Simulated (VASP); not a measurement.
Set up this calculation in VASP 6.6.1, as the native input.

```yaml
Task: relaxation of cell and atoms
Functional: PBE
Potentials_or_basis: VASP PAW PBE potentials, release 64 (H, Se)
Cutoff: 600 eV
k_mesh: 8 × 8 × 12
Occupations: gaussian, width 0.1 eV
Spin: no spin polarisation
Dipole_correction: no
Further_INCAR_settings: ALGO = Normal; EDIFF = 1e-06; IBRION = 2; EDIFFG = -0.01; NSW = 100; ISIF = 3
```

The structure of H2Se lies in POSCAR:

```
H2Se
1.0
    5.2990665738      0.0000000000      0.0000000000
    0.0000000000      5.2990665738      0.0000000000
    0.0000000000      0.0000000000      3.0199244578
H Se
4 2
Direct
    0.3679042776      0.3679042776      0.0000000000
    0.1320957224      0.8679042776      0.5000000000
    0.6320957224      0.6320957224      0.0000000000
    0.8679042776      0.1320957224      0.5000000000
    0.0000000000      0.0000000000      0.0000000000
    0.5000000000      0.5000000000      0.5000000000
```

One way to write it, as run:

INCAR

```
SYSTEM = H2Se
  PREC = Accurate
  ENCUT = 600
  EDIFF = 1E-6
  ISMEAR = 0
  SIGMA = 0.1
  LREAL = .False.
  LASPH = .True.
  NELM = 100
  ALGO = Normal
  ISIF = 3
  LWAVE = .False.
  LCHARG = .False.
  GGA = PE
  IBRION = 2
  NSW = 100
  EDIFFG = -0.01
```

KPOINTS

```
Automatic mesh
0
Gamma
  8 8 12
  0 0 0
```

Potentials or basis: VASP PAW PBE potentials, release 64 (H, Se).

The run is started by

```sh
$ cat potpaw_PBE.64/H/POTCAR potpaw_PBE.64/Se/POTCAR > POTCAR
$ mpirun -np 1 vasp_std > vasp.out
```

It gave:

| Item | Value |
| --- | --- |
| Pressure after relaxing | 0.1 GPa |
| Largest force after relaxing | 0.009 eV/Å |
| Band gap on the k mesh | zero (bands 8 and 9 overlap by 1.93 eV) |

Caveat: the relaxation stopped at its first step, so nothing moved.

It took 74 s on 1 thread of Intel(R) Xeon(R) Platinum 8259CL CPU @ 2.50GHz (Skylake/Cascade Lake), on a shared host, peak memory 0.28 GiB.
